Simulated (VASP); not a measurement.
# YN (Fm-3m) in VASP: a series of runs, part 3 of 3

VASP 6.6.1.

## 5. Single point, PBE

This run uses another cell than the first one, of 14.50 Å³/atom.

POSCAR

```
YN
1.0
    0.0000000000      2.4385000000      2.4385000000
    2.4385000000      0.0000000000      2.4385000000
    2.4385000000      2.4385000000      0.0000000000
Y N
1 1
Direct
    0.0000000000      0.0000000000      0.0000000000
    0.5000000000      0.5000000000      0.5000000000
```

INCAR.step1

```
PREC = Accurate
ENCUT = 520
EDIFF = 1E-6
ISMEAR = -1
SIGMA = 0.03
LREAL = False
LASPH = True
NELM = 120
ALGO = Normal
ISIF = 2
LWAVE = False
LCHARG = True
LMAXMIX = 4
GGA = PE
NBANDS = 15
GGA_COMPAT = False
NEDOS = 2001
LORBIT = 11
```

KPOINTS.step1

```
regular mesh
0
Gamma
  9 9 9
```

INCAR.step2

```
PREC = Accurate
ENCUT = 520
EDIFF = 1E-6
ISMEAR = -5
SIGMA = 0.03
LREAL = False
LASPH = True
NELM = 120
ALGO = Normal
ISIF = 2
LWAVE = False
LCHARG = False
LMAXMIX = 4
GGA = PE
LORBIT = 10
NBANDS = 15
NEDOS = 2001
ICHARG = 11
GGA_COMPAT = False
```

KPOINTS.step2

```
regular mesh
0
Gamma
  14 14 14
```

Potentials or basis: VASP PAW PBE potentials, release 64 (Y_sv, N).

Run with:

```sh
$ cat potpaw_PBE.64/Y_sv/POTCAR potpaw_PBE.64/N/POTCAR > POTCAR
$ cp INCAR.step1 INCAR
$ cp KPOINTS.step1 KPOINTS
$ mpirun -np 1 vasp_std > vasp.out
$ cp INCAR.step2 INCAR
$ cp KPOINTS.step2 KPOINTS
$ mpirun -np 1 vasp_std > vasp.out
```

OUTCAR:

```text
PREC = Accurate
   ENCUT = 520
   EDIFF = 1E-6
   ISMEAR = -5
   LREAL = False
   LASPH = True
   NELM = 120
   ISIF = 2
   GGA = PE
   LORBIT = 10
   ICHARG = 11

 ion  position               nearest neighbor table
   1  0.000  0.000  0.000-   2 2.44   2 2.44   2 2.44   2 2.44   2 2.44   2 2.44
   2  0.500  0.500  0.500-   1 2.44   1 2.44   1 2.44   1 2.44   1 2.44   1 2.44

  LATTYP: Found a face centered cubic cell.
 ALAT       =     4.8770000000

  Lattice vectors:

 A1 = (   0.0000000000,   2.4385000000,   2.4385000000)
 A2 = (   2.4385000000,   0.0000000000,   2.4385000000)
 A3 = (   2.4385000000,   2.4385000000,   0.0000000000)

Analysis of symmetry for initial positions (statically):
=====================================================================
 Subroutine PRICEL returns:
 Original cell was already a primitive cell.

 Routine SETGRP: Setting up the symmetry group for a
 face centered cubic supercell.

 Subroutine GETGRP returns: Found 48 space group operations
 (whereof 48 operations were pure point group operations)
 out of a pool of 48 trial point group operations.

The static configuration has the point symmetry O_h .

[... 180 lines left out ...]
     10       7.3498      0.00000
     11       7.3498      0.00000
     12       8.4188      0.00000
     13       9.3473      0.00000
     14       9.3473      0.00000
[... 401 lines left out ...]
      2     -16.8305      2.00000
      3     -16.3586      2.00000
      4     -16.3414      2.00000
      5      -7.8620      2.00000
      6       1.5548      2.00000
      7       3.0308      2.00000
      8       3.2907      2.00000
      9       6.5910      0.00000
     10       9.5033      0.00000
     11       9.6420      0.00000
     12      10.2595      0.00000
     13      10.7836      0.00000
     14      13.3876      0.00000
     15      18.5489      0.00000

 [... further k-points ...]
[... 5 lines left out ...]
  --------------------------------------------------------------------------------------
  -------------------------------------------------------------------------------------
  Total        0.4811112      0.4811112      0.4811112     -0.0000000      0.0000000     -0.0000000
  in kB       26.5801720     26.5801720     26.5801720     -0.0000000      0.0000000     -0.0000000
  external PRESSURE =      26.5801720 kB  Pullay stress =       0.0000000 kB

 VOLUME and BASIS-vectors are now :
 -----------------------------------------------------------------------------
  energy-cutoff  :      520.00
  volume of cell :       29.00
      direct lattice vectors                 reciprocal lattice vectors
     0.000000000  2.438500000  2.438500000    -0.205044084  0.205044084  0.205044084
     2.438500000  0.000000000  2.438500000     0.205044084 -0.205044084  0.205044084
     2.438500000  2.438500000  0.000000000     0.205044084  0.205044084 -0.205044084

 POSITION                                       TOTAL-FORCE (eV/Angst)
 -----------------------------------------------------------------------------------
      0.00000      0.00000      0.00000         0.000000     -0.000000      0.000000
      2.43850      2.43850      2.43850        -0.000000      0.000000     -0.000000
 -----------------------------------------------------------------------------------
    total drift:                                0.000000      0.000000      0.000000

  FREE ENERGIE OF THE ION-ELECTRON SYSTEM (eV)
  ---------------------------------------------------
  free  energy   TOTEN  =       -18.2249323329 eV

  energy  without entropy=      -18.2249323329  energy(sigma->0) =      -18.22493233

 total charge

# of ion       s       p       d       f       tot
--------------------------------------------------
    1        2.195   6.546   1.074   0.095   9.911
    2        1.245   2.416   0.000   0.000   3.661
--------------------------------------------------
tot          3.440   8.962   1.074   0.095  13.572
```

OUTCAR.step1:

```text
PREC = Accurate
   ENCUT = 520
   EDIFF = 1E-6
   ISMEAR = -1
   LREAL = False
   LASPH = True
   NELM = 120
   ISIF = 2
   GGA = PE
   LORBIT = 11

 ion  position               nearest neighbor table
[... 652 lines left out ...]

  FREE ENERGIE OF THE ION-ELECTRON SYSTEM (eV)
  ---------------------------------------------------
  free  energy   TOTEN  =       -18.2237653109 eV

  energy  without entropy=      -18.2236984121  energy(sigma->0) =      -18.22373186

 total charge

# of ion       s       p       d       f       tot
--------------------------------------------------
    1        2.195   6.546   1.073   0.096   9.910
    2        1.245   2.418   0.000   0.000   3.663
--------------------------------------------------
tot          3.440   8.964   1.073   0.096  13.573
```

OSZICAR.step1:

```text
N       E                     dE             d eps       ncg     rms          rms(c)
DAV:   1     0.529746829770E+02    0.52975E+02   -0.84963E+03  1058   0.107E+03
DAV:   2    -0.190200374461E+02   -0.71995E+02   -0.66209E+02  1401   0.233E+02
DAV:   3    -0.218661795567E+02   -0.28461E+01   -0.28322E+01  1310   0.393E+01
DAV:   4    -0.219180762648E+02   -0.51897E-01   -0.51882E-01  1268   0.523E+00
DAV:   5    -0.219188397508E+02   -0.76349E-03   -0.76348E-03  1260   0.550E-01    0.318E+01
DAV:   6    -0.184813483944E+02    0.34375E+01   -0.88151E+00  1148   0.247E+01    0.336E+01
DAV:   7    -0.182513944467E+02    0.22995E+00   -0.55282E-01  1317   0.650E+00    0.241E+01
DAV:   8    -0.182475364238E+02    0.38580E-02   -0.24854E-01  1591   0.443E+00    0.986E+00
DAV:   9    -0.182232610735E+02    0.24275E-01   -0.37587E-02  1418   0.198E+00    0.178E+00
DAV:  10    -0.182237490634E+02   -0.48799E-03   -0.41401E-03  1149   0.563E-01    0.423E-01
DAV:  11    -0.182237707294E+02   -0.21666E-04   -0.22766E-04  1359   0.132E-01    0.267E-01
DAV:  12    -0.182237644083E+02    0.63211E-05   -0.18491E-05  1295   0.373E-02    0.714E-02
DAV:  13    -0.182237653109E+02   -0.90259E-06   -0.14356E-06   989   0.118E-02
   1 F= -.18223765E+02 E0= -.18223732E+02  d E =-.668988E-04
```

It took 57 s on 1 thread of Intel Xeon Platinum 8488C (Sapphire Rapids), shared host; peak memory 0.2 GiB.

What came out:

```
Valence electrons inside the program's atomic spheres : Y 9.91; N 3.66
```

Levels at points of the mesh, in eV from the valence-band top:
```tsv
k point	band 6	band 7	band 8	band 9	band 10	band 11
(0.00, 0.00, 0.00)	0.00	0.00	0.00	3.15	3.15	3.15
(0.50, 0.00, 0.00)	-4.10	-2.27	-2.27	5.74	6.42	6.42
(0.50, 0.50, 0.00)	-1.48	-0.38	-0.38	0.17	6.90	7.30
```

## 6. The runs side by side

| task | cell | k mesh for the DOS | occupations for the DOS | gap on the mesh (eV) | pressure (GPa) |
| --- | --- | --- | --- | --- | --- |
| electric field gradients | a = 3.414 Å, angles 60.0°, 2 atoms | - | - | 0.18 | 8.3 |
| electric field gradients | a = 3.483 Å, angles 60.0°, 2 atoms | - | - | 0.28 | -2.0 |
| electric field gradients | a = 3.516 Å, angles 60.0°, 2 atoms | - | - | 0.33 | -6.0 |
| single point | a = 3.449 Å, angles 60.0°, 2 atoms | 14 × 14 × 14 | tetrahedron | - | - |

Alike in all rows: level PBE; potentials or basis VASP PAW PBE potentials, release 64 (Y_sv, N); no spin polarisation; k mesh 9 × 9 × 9; cutoff (eV) 520; smearing fermi-dirac 0.03 eV.

Caveats: an odd mesh through Γ misses points on the zone boundary, where band edges can lie (at least some runs); the cell stands under pressure (at least some runs); the cell stands under tension (at least some runs).

Absolute energies hang on the potentials; compare differences alone.
